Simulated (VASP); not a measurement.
Wanted: the native input for a VASP 6.6.1 run.

```yaml
Task: single point
Functional: PBE
Potentials_or_basis: VASP PAW PBE potentials, release 64 (Ga_d)
Cutoff: 520 eV
k_mesh: 19 × 19 × 19
Occupations: fermi-dirac, width 0.05 eV
Spin: no spin polarisation
Dipole_correction: no
Further_INCAR_settings: ALGO = Normal; EDIFF = 1e-06; NBANDS = 12
```

The structure of Ga lies in POSCAR:

```
Ga
1.0
   -1.4262097130      1.4262097130      1.4262097130
    1.4262097130     -1.4262097130      1.4262097130
    1.4262097130      1.4262097130     -1.4262097130
Ga
1
Direct
    0.0000000000      0.0000000000      0.0000000000
```

This isn't the form of Ga at room conditions, which is orthorhombic.

The input as run:

INCAR

```
SYSTEM = Ga
PREC = Accurate
ENCUT = 520
EDIFF = 1E-6
ISMEAR = -1
SIGMA = 0.05
LREAL = .FALSE.
LASPH = .TRUE.
NELM = 60
ALGO = Normal
ISIF = 2
LWAVE = .FALSE.
LCHARG = .FALSE.
GGA = PE
NBANDS = 12
```

KPOINTS

```
Automatic mesh
0
G
  19 19 19
  0 0 0
```

Potentials or basis: VASP PAW PBE potentials, release 64 (Ga_d).

Command:

```bash
$ cat potpaw_PBE.64/Ga_d/POTCAR > POTCAR
$ mpirun -np 1 vasp_std > vasp.out
```

It gave:

- Pressure: 82.5 GPa
- Band gap on the k mesh: zero (an odd number of electrons rules out a gap without spin polarisation)

Caveat: the cell stands under pressure.

Run time: 35 s on 1 thread of Intel Xeon 8259CL, on a shared host, peak memory 0.14 GiB.
